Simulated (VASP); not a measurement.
Write the native input for VASP 6.6.1 that does the following.

* Task: single point
* Functional: r2SCAN
* Potentials or basis: VASP PAW PBE potentials, release 64 (Hf_pv, C)
* Cutoff: 520 eV
* k mesh: 16 × 16 × 16
* Occupations: gaussian, width 0.1 eV
* Spin: no spin polarisation
* Dipole correction: no
* Further INCAR settings: ALGO = Normal; EDIFF = 1e-06; NBANDS = 14

HfC:

```
Hf C
1.0
     0.00000    2.32040    2.32040
     2.32040    0.00000    2.32040
     2.32040    2.32040    0.00000
Hf C
1 1
Direct
  0.50000 0.50000 0.50000
  0.00000 0.00000 0.00000
```

One way to write it, as run:

POSCAR

```
HfC
1.0
    0.0000000000      2.3203967987      2.3203967987
    2.3203967987      0.0000000000      2.3203967987
    2.3203967987      2.3203967987      0.0000000000
Hf C
1 1
Direct
    0.5000000000      0.5000000000      0.5000000000
    0.0000000000      0.0000000000      0.0000000000
```

INCAR.step1

```
SYSTEM = HfC
PREC = Accurate ; ENCUT = 520
ISMEAR = 0 ; SIGMA = 0.1
LREAL = .False. ; LASPH = .True.
NELM = 100 ; NBANDS = 14
GGA = PE ; ALGO = Normal
EDIFF = 1E-4 ; LWAVE = .True.
LCHARG = .False.
```

INCAR.step2

```
SYSTEM = HfC
PREC = Accurate ; ENCUT = 520
EDIFF = 1E-6 ; ISMEAR = 0
SIGMA = 0.1 ; LREAL = .False.
LASPH = .True. ; NELM = 100
ALGO = Normal ; ISIF = 2
LWAVE = .False. ; LCHARG = .False.
METAGGA = R2SCAN ; LMIXTAU = .True.
NBANDS = 14 ; ISTART = 1
```

KPOINTS

```
regular mesh
0
Gamma
  16 16 16
  0 0 0
```

Potentials or basis: VASP PAW PBE potentials, release 64 (Hf_pv, C).

The run is started by

```console
$ cat potpaw_PBE.64/Hf_pv/POTCAR potpaw_PBE.64/C/POTCAR > POTCAR
$ cp INCAR.step1 INCAR
$ mpirun -np 1 vasp_std > vasp.out
$ cp INCAR.step2 INCAR
$ mpirun -np 1 vasp_std > vasp.out
```

Results of the run:

| Quantity | Value |
| --- | --- |
| Pressure | -1.1 GPa |
| Band gap on the k mesh | zero (bands 7 and 8 overlap by 1.46 eV) |

Caveat: the PAW data sets were made with another functional, which shifts forces and pressure a little; spin-orbit coupling is left out, which moves the levels of the heavy elements.

Run time: 3.1 min on 1 thread of Intel Xeon 8259CL, on a shared host, peak memory 0.19 GiB.
